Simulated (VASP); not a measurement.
# WSe2 in VASP: single point with PBE+D3(BJ)

Aim: the single point of WSe2 with PBE+D3(BJ).

Program: VASP 6.6.1. These are calculated values, not measurements. Logs are shortened: lines on timing, memory, paths and dates and some standing lists are left out, and cuts for length are marked.

## Step 1: The cell of the first run

The cell holds a slab with vacuum, 6 atoms: a = 3.285 Å, b = 3.285 Å, c = 24.239 Å, α = 90.00°, β = 90.00°, γ = 120.00°.

## Step 2: Single point, PBE+D3(BJ) (layers slid over each other)

The input, INCAR:

```
SYSTEM = WSe2
PREC = Accurate
ENCUT = 520
EDIFF = 1E-6
ISMEAR = 0
SIGMA = 0.05
LREAL = .FALSE.
LASPH = .TRUE.
NELM = 80
ALGO = Normal
ISIF = 2
LWAVE = .FALSE.
LCHARG = .FALSE.
LDIPOL = .TRUE.
IDIPOL = 3
DIPOL = 0.5 0.5 0.389
GGA = PE
IVDW = 12
NBANDS = 35
```

The input, KPOINTS:

```
Automatic mesh
0
G
  9 9 1
  0 0 0
```

The input, POSCAR:

```
WSe2
1.0
    3.2854926884      0.0000000000      0.0000000000
   -1.6427463442      2.8453201321      0.0000000000
    0.0000000000      0.0000000000     24.2386466672
Se W
4 2
Direct
    0.3333333333      0.6666666667      0.1856539295
    0.3333333333      0.6666666667      0.3246601777
    0.5000000000      1.0000000000      0.4529676712
    0.5000000000      1.0000000000      0.5919739193
    0.6666666667      0.3333333333      0.2551570536
    0.8333333333      0.6666666667      0.5224707953
```

Potentials or basis: VASP PAW PBE potentials, release 64 (Se, W_sv).

Started as:

```sh
> cat potpaw_PBE.64/Se/POTCAR potpaw_PBE.64/W_sv/POTCAR > POTCAR
> mpirun -np 1 vasp_std > vasp.out
```

OUTCAR:

```text
SYSTEM = WSe2
   PREC = Accurate
   ENCUT = 520
   EDIFF = 1E-6
   ISMEAR = 0
   LREAL = .FALSE.
   LASPH = .TRUE.
   NELM = 80
   ISIF = 2
   GGA = PE
   IVDW = 12
 IVDW          = 12

 ion  position               nearest neighbor table
   1  0.333  0.667  0.186-   5 2.54   5 2.54   5 2.54
   2  0.333  0.667  0.325-   5 2.54   5 2.54   5 2.54
   3  0.500  0.000  0.453-   6 2.54   6 2.54   6 2.54
   4  0.500  0.000  0.592-   6 2.54   6 2.54   6 2.54
   5  0.667  0.333  0.255-   2 2.54   1 2.54   2 2.54   1 2.54   2 2.54   1 2.54
   6  0.833  0.667  0.522-   4 2.54   4 2.54   4 2.54   3 2.54   3 2.54   3 2.54

  LATTYP: Found a hexagonal cell.
 ALAT       =     3.2854926884
 C/A-ratio  =     7.3774769771

  Lattice vectors:

 A1 = (   3.2854926884,   0.0000000000,   0.0000000000)
 A2 = (  -1.6427463442,   2.8453201321,   0.0000000000)
 A3 = (   0.0000000000,   0.0000000000,  24.2386466672)

Analysis of symmetry for initial positions (statically):
=====================================================================
 Subroutine PRICEL returns:
 Original cell was already a primitive cell.

 Routine SETGRP: Setting up the symmetry group for a
 hexagonal supercell.

 Subroutine GETGRP returns: Found  2 space group operations
 (whereof  2 operations were pure point group operations)
 out of a pool of 24 trial point group operations.

The static configuration has the point symmetry C_1h.

Analysis of symmetry for dynamics (positions and initial velocities):
=====================================================================
 Subroutine PRICEL returns:
 Original cell was already a primitive cell.

 Routine SETGRP: Setting up the symmetry group for a
 hexagonal supercell.

 Subroutine GETGRP returns: Found  2 space group operations
 (whereof  2 operations were pure point group operations)
 out of a pool of 24 trial point group operations.

The dynamic configuration has the point symmetry C_1h.

 Subroutine INISYM returns: Found  2 space group operations
 (whereof  2 operations are pure point group operations),
 and found     1 'primitive' translations

----------------------------------------------------------------------------------------

                                     Primitive cell

  volume of cell :     226.5896

  direct lattice vectors                    reciprocal lattice vectors
     3.285492688  0.000000000  0.000000000     0.304368353  0.175727151  0.000000000
    -1.642746344  2.845320132  0.000000000     0.000000000  0.351454302  0.000000000
     0.000000000  0.000000000 24.238646667     0.000000000  0.000000000  0.041256429

  length of vectors
     3.285492688  3.285492688 24.238646667     0.351454302  0.351454302  0.041256429

  position of ions in fractional coordinates (direct lattice)
     0.333333333  0.666666667  0.185653929
     0.333333333  0.666666667  0.324660178
     0.500000000  0.000000000  0.452967671
     0.500000000  0.000000000  0.591973919
     0.666666667  0.333333333  0.255157054
     0.833333333  0.666666667  0.522470795

  ion indices of the primitive-cell ions
   primitive index   ion index
                 1           1
                 2           2
                 3           3
                 4           4
                 5           5
                 6           6

----------------------------------------------------------------------------------------

 KPOINTS: Automatic mesh

Automatic generation of k-mesh.
 Grid dimensions read from file:
 generate k-points for:    9    9    1

 Generating k-lattice:

  Cartesian coordinates                     Fractional coordinates (reciprocal lattice)
     0.033818706  0.019525239  0.000000000     0.111111111  0.000000000  0.000000000
     0.000000000  0.039050478  0.000000000     0.000000000  0.111111111  0.000000000
     0.000000000  0.000000000  0.041256429     0.000000000  0.000000000  1.000000000

  Length of vectors
     0.039050478  0.039050478  0.041256429

  Shift w.r.t. Gamma in fractional coordinates (k-lattice)
     0.000000000  0.000000000  0.000000000

 Subroutine IBZKPT returns following result:
 ===========================================

 Found     25 irreducible k-points:

 Following reciprocal coordinates:
            Coordinates               Weight
  0.000000  0.000000  0.000000      1.000000
  0.111111 -0.000000  0.000000      4.000000
  0.000000  0.111111  0.000000      2.000000
  0.222222 -0.000000  0.000000      4.000000
  0.000000  0.222222  0.000000      2.000000
  0.333333 -0.000000  0.000000      4.000000
[... 16 lines left out ...]
 -0.222222 -0.444444  0.000000      4.000000
  0.444444  0.333333  0.000000      4.000000
   k-points           NKPTS =     25   k-points in BZ     NKDIM =     25   number of bands    NBANDS=     35
   number of dos      NEDOS =    301   number of ions     NIONS =      6
   total plane-waves  NPLWV = 103680
   dimension x,y,z NGX =    24 NGY =   24 NGZ =  180
   dimension x,y,z NGXF=    48 NGYF=   48 NGZF=  360
   ions per type =               4   2
   NGX,Y,Z   is equivalent  to a cutoff of  12.14, 12.14, 12.35 a.u.
   NGXF,Y,Z  is equivalent  to a cutoff of  24.29, 24.29, 24.69 a.u.
 SYSTEM =  WSe2
   PREC   = accura    normal or accurate (medium, high low for compatibility)
   ISTART =      0    job   : 0-new  1-cont  2-samecut
   ICHARG =      2    charge: 1-file 2-atom 10-const
   ISPIN  =      1    spin polarized calculation?
   LNONCOLLINEAR =      F non collinear calculations
   LSORBIT =      F    spin-orbit coupling
   LASPH  =      T    aspherical Exc in radial PAW
   ENCUT  =  520.0 eV  38.22 Ry    6.18 a.u.   6.11  6.11 45.07*2*pi/ulx,y,z
   NELM   =     80;   NELMIN=  2; NELMDL= -5     # of ELM steps
   EDIFF  = 0.1E-05   stopping-criterion for ELM
   LREAL  =      F    real-space projection
   EDIFFG = 0.1E-04   stopping-criterion for IOM
   NSW    =      0    number of steps for IOM
   IBRION =     -1    ionic relax: 0-MD 1-quasi-New 2-CG
   NFREE  =      0    steps in history (QN), initial steepest desc. (CG)
   ISIF   =      2    stress and relaxation
   ISYM   =      2    0-nonsym 1-usesym 2-fastsym
   POTIM  = 0.5000    time-step for ionic-motion
   TEBEG  =    0.0;   TEEND  =   0.0 temperature during run
   PSTRESS=    0.0 pullay stress
   NELECT =      52.0000    total number of electrons
   NUPDOWN=      -1.0000    fix difference up-down
   EMIN   =  10.00;   EMAX   =-10.00  energy-range for DOS
   EFERMI =   0.00;   METHOD = LEGACY
   ISMEAR =     0;   SIGMA  =   0.05  broadening in eV -4-tet -1-fermi 0-gaus
   EFERMI_NEDOS =   21; number of points for ismear=-14 and -15
   IALGO  =     38    algorithm
   IMIX   =      4    mixing-type and parameters
     AMIX     =   0.40;   BMIX     =  1.00
     AMIX_MAG =   1.60;   BMIX_MAG =  1.00
  volume/ion in A,a.u.               =      37.76       254.85
  Fermi-wavevector in a.u.,A,eV,Ry     =   1.002296  1.894065 13.668372  1.004597
  Thomas-Fermi vector in A             =   2.134774
   LORBIT       =      0    0 simple, 1 ext, 2 COOP (PROOUT), +10 PAW based schemes
   GGA     = PE    functional components
   LHFCALC =     F    Hartree Fock is set to
   AEXX    =    0.0000 exact exchange contribution
   IVDW    =    12    specifies the selected vdW correction
   LEPSILON=     F    determine dielectric tensor
   LRPA    =     F    only Hartree local field effects (RPA)
 non-spin polarized calculation
 Gauss-broadening in eV      SIGMA  =   0.05
  energy-cutoff  :      520.00
  volume of cell :      226.59
 maximum number of plane-waves:      6144
   NGX = 13   NGY = 13   NGZ = 91

 number of electron      51.9999987 magnetization

 dipolmoment           0.000000      0.000000      0.001067 electrons x Angstroem

 Free energy of the ion-electron system (eV)
  ---------------------------------------------------
  ext. energy  EPLUGINS =         0.00000000
  ---------------------------------------------------
  free energy    TOTEN  =       -43.07413556 eV

  energy without entropy =      -43.07413556  energy(sigma->0) =      -43.07413556

 E-fermi :   1.2537     XC(G=0):  -6.2026

 val. band max:        1.0256374043   @ k =   0.0000   0.0000   0.0000
 cond. band min:       2.3624903571   @ k =  -0.3333   0.2222   0.0000
 fundamental gap:      1.3368529529
 Fermi energy:         1.2536853534

 k-point     1 :       0.0000    0.0000    0.0000
  band No.  band energies     occupation
      1     -73.1831      2.00000
      2     -73.1639      2.00000
      3     -37.4324      2.00000
      4     -37.4128      2.00000
      5     -37.2950      2.00000
      6     -37.2927      2.00000
[... 27 lines left out ...]
     34       4.0447      0.00000
     35       5.2166      0.00000

 k-point     2 :       0.1111   -0.0000    0.0000
  band No.  band energies     occupation
      1     -73.1819      2.00000
      2     -73.1627      2.00000
      3     -37.4271      2.00000
      4     -37.4076      2.00000
      5     -37.3211      2.00000
      6     -37.3030      2.00000
[... 27 lines left out ...]
     34       4.1497      0.00000
     35       5.6222      0.00000

 k-point     3 :       0.0000    0.1111    0.0000
  band No.  band energies     occupation
      1     -73.1819      2.00000
      2     -73.1627      2.00000
      3     -37.4271      2.00000
      4     -37.4076      2.00000
      5     -37.3227      2.00000
      6     -37.3017      2.00000
[... 27 lines left out ...]
     34       4.1905      0.00000
     35       5.6250      0.00000
[... 723 lines left out ...]
 k-point    23 :      -0.2222   -0.4444    0.0000
  band No.  band energies     occupation
      1     -73.1720      2.00000
      2     -73.1527      2.00000
      3     -37.4934      2.00000
      4     -37.4728      2.00000
      5     -37.4029      2.00000
      6     -37.3857      2.00000
[... 27 lines left out ...]
     34       5.6116      0.00000
     35       6.2755      0.00000

 k-point    24 :       0.4444    0.3333    0.0000
  band No.  band energies     occupation
      1     -73.1720      2.00000
      2     -73.1527      2.00000
      3     -37.4914      2.00000
      4     -37.4740      2.00000
      5     -37.4051      2.00000
      6     -37.3853      2.00000
[... 27 lines left out ...]
     34       5.7010      0.00000
     35       6.1081      0.00000

 [... further k-points ...]

------------------------ aborting loop because EDIFF is reached ----------------------------------------

 vacuum level on the upper side and lower side of the slab       (xc-potential included)        -0.137        -0.158

 Edisp (eV)   -2.40234

 E8    (eV) :    -1.1043

  FORCE on cell =-STRESS in cart. coord.  units (eV):
  Direction    XX          YY          ZZ          XY          YZ          ZX
  --------------------------------------------------------------------------------------
  -------------------------------------------------------------------------------------
  Total      -0.03162     0.18745     0.97243     0.00000     0.70757     0.00000
  in kB      -0.22361     1.32542     6.87591     0.00000     5.00312     0.00000
  external pressure =        2.66 kB  Pullay stress =        0.00 kB

 VOLUME and BASIS-vectors are now :
 -----------------------------------------------------------------------------
  energy-cutoff  :      520.00
  volume of cell :      226.59
      direct lattice vectors                 reciprocal lattice vectors
     3.285492688  0.000000000  0.000000000     0.304368353  0.175727151  0.000000000
    -1.642746344  2.845320132  0.000000000     0.000000000  0.351454302  0.000000000
     0.000000000  0.000000000 24.238646667     0.000000000  0.000000000  0.041256429

 POSITION                                       TOTAL-FORCE (eV/Angst)
 -----------------------------------------------------------------------------------
     -0.00000      1.89688      4.50000        -0.000000      0.005480     -0.038557
     -0.00000      1.89688      7.86932        -0.000000     -0.159247     -0.179911
      1.64275      0.00000     10.97932        -0.000000      0.155907      0.187673
      1.64275      0.00000     14.34865        -0.000000      0.001269      0.042238
      1.64275      0.94844      6.18466        -0.000000     -0.038335     -0.013642
      1.64275      1.89688     12.66399         0.000000      0.034926      0.002199
 -----------------------------------------------------------------------------------
    total drift:                               -0.000000      0.000128     -0.000126

  FREE ENERGIE OF THE ION-ELECTRON SYSTEM (eV)
  ---------------------------------------------------
  free  energy   TOTEN  =       -45.4764721523 eV

  energy  without entropy=      -45.4764721523  energy(sigma->0) =      -45.47647215

 vacuum level on the upper side and lower side of the slab         5.841         5.820
```

It took 6.4 min on 1 thread of AMD EPYC 7R43 (Zen 3), shared host; peak memory 0.36 GiB.

What came out:

| Property | Result |
| --- | --- |
| Free energy | -45.4765 eV |
| Largest force | 0.244 eV/Å |
| Band gap on the k mesh | 1.34 eV (least direct gap 1.62 eV) |
| Dispersion energy per atom | -0.400 eV |

Forces on the atoms (eV/Å):
```
Se   0.000  0.005 -0.039
Se   0.000 -0.159 -0.180
Se   0.000  0.156  0.188
Se   0.000  0.001  0.042
W    0.000 -0.038 -0.014
W    0.000  0.035  0.002
```

Caveat: the cell differs from its parent crystal (layers slid over each other); spin-orbit coupling is left out, which moves the levels of the heavy elements.
